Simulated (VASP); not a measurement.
Wanted: the native input for a VASP 6.6.1 run.

| Item | Value |
| --- | --- |
| Task | single point |
| Functional | HSE06 |
| Potentials or basis | VASP PAW PBE potentials, release 64 (Ta_pv, N) |
| Cutoff | 520 eV |
| k mesh | 5 × 5 × 5 |
| Occupations | fermi-dirac, width 0.05 eV |
| Spin | no spin polarisation |
| Dipole correction | no |
| Grid for exact exchange (PRECFOCK) | Normal |
| Further INCAR settings | ALGO = Normal; EDIFF = 1e-06; NBANDS = 15 |
| Share of exact exchange | 0.25 |
| Screening parameter | 0.2079 1/Å |

Crystal: TaN.

```xyz
2
Lattice="0.0000 2.4911 2.4911 2.4911 0.0000 2.4911 2.4911 2.4911 0.0000" Properties=species:S:1:pos:R:3 pbc="T T T"
Ta    0.0000    0.0000    0.0000
N     1.2456    1.2456    1.2456
```

The input as run:

POSCAR

```
TaN
1.0
    0.0000000000      2.4911437700      2.4911437700
    2.4911437700      0.0000000000      2.4911437700
    2.4911437700      2.4911437700      0.0000000000
Ta N
1 1
Direct
    0.0000000000      0.0000000000      0.0000000000
    0.2500000000      0.2500000000      0.2500000000
```

INCAR.step1

```
SYSTEM = TaN
ALGO = Normal
EDIFF = 1E-5
ENCUT = 520
GGA = PE
ISIF = 2
ISMEAR = -1
LASPH = .True.
LCHARG = .False.
LREAL = .False.
LWAVE = .True.
NBANDS = 15
NELM = 100
PREC = Accurate
SIGMA = 0.05
```

INCAR.step2

```
SYSTEM = TaN
ALGO = Normal
EDIFF = 1E-6
ENCUT = 520
GGA = PE
HFSCREEN = 0.2079
ISIF = 2
ISMEAR = -1
ISTART = 1
LASPH = .True.
LCHARG = .False.
LHFCALC = .True.
LREAL = .False.
LWAVE = .False.
NBANDS = 15
NELM = 100
PREC = Accurate
PRECFOCK = Normal
SIGMA = 0.05
```

KPOINTS

```
k-points
0
Gamma
  5 5 5
  0 0 0
```

Potentials or basis: VASP PAW PBE potentials, release 64 (Ta_pv, N).

The run is started by

```console
$ cat potpaw_PBE.64/Ta_pv/POTCAR potpaw_PBE.64/N/POTCAR > POTCAR
$ cp INCAR.step1 INCAR
$ mpirun -np 1 vasp_std > vasp.out
$ cp INCAR.step2 INCAR
$ mpirun -np 1 vasp_std > vasp.out
```

Results of the run:

- Pressure: -31.8 GPa
- Band gap on the k mesh: zero (bands 8 and 9 overlap by 0.60 eV)

Caveat: the k points lie up to 0.44 Å⁻¹ apart, too coarse for converged energies and pressures of a metal; the PAW data sets were made with another functional, which shifts forces and pressure a little; spin-orbit coupling is left out, which moves the levels of the heavy elements.

Wall time 24 min on 1 thread of Intel Xeon 8259CL, on a shared host, peak memory 0.26 GiB.
